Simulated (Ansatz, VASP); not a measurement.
# Ge: VASP beside Ansatz

```
Ge
1.0
    -1.82368    1.82368    1.44813
     1.82368   -1.82368    1.44813
     1.82368    1.82368   -1.44813
Ge
1
Direct
  0.50000 0.50000 0.00000
```

Alike in both runs: functional PBE; k mesh 8 × 8 × 8; occupations gaussian, width 0.1 eV; no spin polarisation.

Ansatz relaxed the structure, and its values are those at the end. VASP's run is a single point on that final structure, the one shown.

|  | VASP | Ansatz |
| --- | --- | --- |
| version | VASP 6.6.1 | Ansatz 0.2.0 |
| potentials or method | VASP PAW PBE potentials, release 64 (Ge_d), cutoff 520 eV | scalar-relativistic, plane waves, PAW |
| valence electrons in the cell | 14 | 14 |

```tsv
	VASP	Ansatz	Ansatz less VASP
gap on the k mesh at the Fermi level (eV)	none	none	-
pressure (GPa)	-0.1	0.0	+0.09
```

A gap of «none» marks a metal or a gap that the smearing closes.
